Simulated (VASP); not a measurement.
TaN (lda):

```
Ta N
1.0
     5.20850    0.00000    0.00000
    -2.60425    4.51069    0.00000
     0.00000    0.00000    2.91475
Ta N
3 3
Direct
  0.00000 0.00000 0.00000
  0.33333 0.66667 0.50000
  0.66667 0.33333 0.50000
  0.39239 0.00000 0.00000
  0.60761 0.60761 0.00000
  0.00000 0.39239 0.00000
```

Base run:

| Property | Result |
| --- | --- |
| Program | VASP 6.6.1 |
| Functional | LDA |
| Potentials or basis | VASP PAW LDA potentials, release 64 (Ta_pv, N) |
| Cutoff | 520 eV |
| k mesh | 6 × 6 × 6 |
| Occupations | gaussian, width 0.1 eV |
| Spin | no spin polarisation |

Its results: band gap on the k mesh zero (band 24 reaches 9.98 eV, above the bottom of band 25 at 7.20 eV); pressure -10.2 GPa; largest force 0.009 eV/Å.

The run is repeated on the same cell with these changes: potentials or basis from VASP PAW LDA potentials, release 64 (Ta_pv, N) to VASP PAW LDA potentials, release 64 (Ta_sv_GW, N); cutoff from 520 eV to 600 eV; further incar settings from ALGO = Normal; EDIFF = 1e-07; NBANDS = 33 to ALGO = Normal; EDIFF = 1e-06; NBANDS = 36; valence electrons from 48 to 54. What comes out?

Band gap on the k mesh zero (band 27 reaches 13.78 eV, above the bottom of band 28 at 11.00 eV); pressure -10.8 GPa; largest force 0.013 eV/Å.

Caveats: spin-orbit coupling is left out, which moves the levels of the heavy elements.
